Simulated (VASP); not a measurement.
# Ti (Fm-3m) in VASP: a series of runs, part 2 of 2

VASP 6.6.1. Earlier steps stand in the parts before.

### Step 6. Single point, LDA

This run uses another cell than the first one, of 16.73 Å³/atom, 1.064 times its volume.

File INCAR:

```
SYSTEM = Ti
  ALGO = Normal
  EDIFF = 1E-7
  ENCUT = 520
  ISIF = 2
  ISMEAR = -1
  LASPH = .TRUE.
  LCHARG = .FALSE.
  LREAL = .FALSE.
  LWAVE = .FALSE.
  NBANDS = 12
  NELM = 80
  PREC = Accurate
  SIGMA = 0.05
```

File KPOINTS:

```
k-points
0
G
  11 11 11
  0 0 0
```

File POSCAR:

```
Ti
1.0
    0.0000000000      2.0300000000      2.0300000000
    2.0300000000      0.0000000000      2.0300000000
    2.0300000000      2.0300000000      0.0000000000
Ti
1
Direct
    0.0000000000      0.0000000000      0.0000000000
```

Potentials or basis: VASP PAW LDA potentials, release 64 (Ti_sv).

Command:

```console
cat potpaw_LDA.64/Ti_sv/POTCAR > POTCAR
mpirun -np 1 vasp_std > vasp.out
```

OUTCAR:

```text
SYSTEM = Ti
   EDIFF = 1E-7
   ENCUT = 520
   ISIF = 2
   ISMEAR = -1
   LASPH = .TRUE.
   LREAL = .FALSE.
   NELM = 80
   PREC = Accurate

 ion  position               nearest neighbor table
   1  0.000  0.000  0.000-

  LATTYP: Found a face centered cubic cell.
 ALAT       =     4.0600000000

  Lattice vectors:

 A1 = (   0.0000000000,   2.0300000000,   2.0300000000)
 A2 = (   2.0300000000,   0.0000000000,   2.0300000000)
 A3 = (   2.0300000000,   2.0300000000,   0.0000000000)

Analysis of symmetry for initial positions (statically):
=====================================================================
 Subroutine PRICEL returns:
 Original cell was already a primitive cell.

 Routine SETGRP: Setting up the symmetry group for a
 face centered cubic supercell.

 Subroutine GETGRP returns: Found 48 space group operations
 (whereof 48 operations were pure point group operations)
 out of a pool of 48 trial point group operations.

The static configuration has the point symmetry O_h .

Analysis of symmetry for dynamics (positions and initial velocities):
=====================================================================
 Subroutine PRICEL returns:
 Original cell was already a primitive cell.

 Routine SETGRP: Setting up the symmetry group for a
 face centered cubic supercell.

 Subroutine GETGRP returns: Found 48 space group operations
 (whereof 48 operations were pure point group operations)
 out of a pool of 48 trial point group operations.

The dynamic configuration has the point symmetry O_h .

 Subroutine INISYM returns: Found 48 space group operations
 (whereof 48 operations are pure point group operations),
 and found     1 'primitive' translations

----------------------------------------------------------------------------------------

                                     Primitive cell

  volume of cell :      16.7309

  direct lattice vectors                    reciprocal lattice vectors
     0.000000000  2.030000000  2.030000000    -0.246305419  0.246305419  0.246305419
     2.030000000  0.000000000  2.030000000     0.246305419 -0.246305419  0.246305419
[... 108 lines left out ...]
   GGA     = CA    functional components
   LHFCALC =     F    Hartree Fock is set to
   AEXX    =    0.0000 exact exchange contribution
   IVDW    =     0    specifies the selected vdW correction
   LEPSILON=     F    determine dielectric tensor
   LRPA    =     F    only Hartree local field effects (RPA)
 non-spin polarized calculation
  energy-cutoff  :      520.00
  volume of cell :       16.73
 maximum number of plane-waves:       463
 NGX is ok and might be reduce to    24
   NGX = 11   NGY = 11   NGZ = 11

 number of electron      12.0000002 magnetization

 Free energy of the ion-electron system (eV)
  ---------------------------------------------------
  ext. energy  EPLUGINS =         0.00000000
  ---------------------------------------------------
  free energy    TOTEN  =        -8.49848807 eV

  energy without entropy =       -8.48841478  energy(sigma->0) =       -8.49345142

 E-fermi :   8.3895     XC(G=0): -11.9628

 val. band max:        8.3207896712   @ k =   0.1818   0.1818   0.0000
 cond. band min:       8.4081219654   @ k =   0.2727   0.0000   0.0000
 fundamental gap:      0.0873322941
 Fermi energy:         8.3894935279

 k-point     1 :       0.0000    0.0000    0.0000
  band No.  band energies     occupation
      1     -47.5615      2.00000
      2     -23.7436      2.00000
      3     -23.7436      2.00000
      4     -23.7436      2.00000
      5       2.2829      2.00000
      6       9.2610      0.00000
      7       9.2610      0.00000
      8       9.2610      0.00000
      9      10.9511      0.00000
     10      10.9511      0.00000
     11      23.9427      0.00000
     12      28.5116      0.00000
[... 331 lines left out ...]
 k-point    24 :      -0.1818    0.1818    0.0000
  band No.  band energies     occupation
      1     -47.4621      2.00000
      2     -24.1759      2.00000
      3     -23.9210      2.00000
      4     -23.7930      2.00000
      5       4.8152      2.00000
      6       8.1723      1.97437
      7       9.1715      0.00000
      8      10.1468      0.00000
      9      10.1927      0.00000
     10      11.9817      0.00000
     11      22.2542      0.00000
     12      22.7894      0.00000

 [... further k-points ...]
[... 5 lines left out ...]
  --------------------------------------------------------------------------------------
  -------------------------------------------------------------------------------------
  Total       -0.5491482     -0.5491482     -0.5491482     -0.0000000      0.0000000      0.0000000
  in kB      -52.5874441    -52.5874441    -52.5874441     -0.0000000      0.0000000      0.0000000
  external PRESSURE =     -52.5874441 kB  Pullay stress =       0.0000000 kB

 VOLUME and BASIS-vectors are now :
 -----------------------------------------------------------------------------
  energy-cutoff  :      520.00
  volume of cell :       16.73
      direct lattice vectors                 reciprocal lattice vectors
     0.000000000  2.030000000  2.030000000    -0.246305419  0.246305419  0.246305419
     2.030000000  0.000000000  2.030000000     0.246305419 -0.246305419  0.246305419
     2.030000000  2.030000000  0.000000000     0.246305419  0.246305419 -0.246305419

 POSITION                                       TOTAL-FORCE (eV/Angst)
 -----------------------------------------------------------------------------------
      0.00000      0.00000      0.00000         0.000000      0.000000      0.000000
 -----------------------------------------------------------------------------------
    total drift:                               -0.000000      0.000000      0.000000

  FREE ENERGIE OF THE ION-ELECTRON SYSTEM (eV)
  ---------------------------------------------------
  free  energy   TOTEN  =        -8.4984880660 eV

  energy  without entropy=       -8.4884147756  energy(sigma->0) =       -8.49345142
```

Run time: 8.6 s. Hardware: 1 thread of Intel Xeon Platinum 8259CL at 2.50GHz (Skylake/Cascade Lake), shared host; peak memory 0.13 GiB.

What came out:

```yaml
Free_energy: -8.4985 eV
Pressure: -5.3 GPa
Band_gap_on_the_k_mesh: zero (band 6 reaches 9.26 eV, above the bottom of band 7 at 8.11 eV)
```

### Step 7. Overview

```tsv
cell	gap on the mesh (eV)	pressure (GPa)
a = 2.812 Å, angles 60.0°, 1 atom	none	1.9
a = 2.832 Å, angles 60.0°, 1 atom	none	-0.8
a = 2.852 Å, angles 60.0°, 1 atom	none	-3.1
a = 2.871 Å, angles 60.0°, 1 atom	none	-5.3
```

Alike in all rows: task single point; level LDA; potentials or basis VASP PAW LDA potentials, release 64 (Ti_sv); no spin polarisation; k mesh 11 × 11 × 11; cutoff (eV) 520; smearing fermi-dirac 0.05 eV.

Total energies depend on the potentials used, so only differences within one code and one set of settings carry meaning.
